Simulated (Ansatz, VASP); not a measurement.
**Ta4C3: VASP beside Ansatz**

```
CELL_PARAMETERS angstrom
4.42479 0.00000 0.00000
0.00000 4.42479 0.00000
0.00000 0.00000 4.42479
ATOMIC_POSITIONS crystal
Ta 0.00000 0.50000 0.50000
Ta 0.50000 0.00000 0.50000
Ta 0.50000 0.50000 0.00000
Ta 0.97740 0.00000 0.00000
C 0.50000 0.00000 0.00000
C 0.00000 0.50000 0.00000
C 0.00000 0.00000 0.50000
```

Alike in both runs: task single point; functional r2SCAN; k mesh 10 × 10 × 10; occupations gaussian, width 0.15 eV; no spin polarisation.

|  | VASP | Ansatz |
| --- | --- | --- |
| version | VASP 6.6.1 | Ansatz 0.2.0 |
| potentials or method | VASP PAW PBE potentials, release 64 (Ta_pv, C), cutoff 520 eV | scalar-relativistic, plane waves, PAW |
| valence electrons in the cell | 56 | 64 |

VASP gave:

```
gap on the k mesh at the Fermi level (eV)                     : none
pressure (GPa)                                                : 1.7
traceless stress, the component that is largest in VASP (GPa) : 1.00
rms of the force components (eV/Å)                            : 0.407
```

Problem. Estimate Ansatz's values.

Solution. gap on the k mesh at the Fermi level (eV): none; pressure (GPa): 0.6; traceless stress, the component that is largest in VASP (GPa): 0.99; rms of the force components (eV/Å): 0.407.

VASP's potentials were made for PBE, not for r2SCAN. Atom by atom the forces differ by 0.002 eV/Å (rms over components). A gap of «none» marks a metal or a gap that the smearing closes. VASP's potentials hold 56 valence electrons a cell and Ansatz's 64, so a difference there can come from the potentials and not from the codes.

Neither program's run includes spin-orbit coupling.
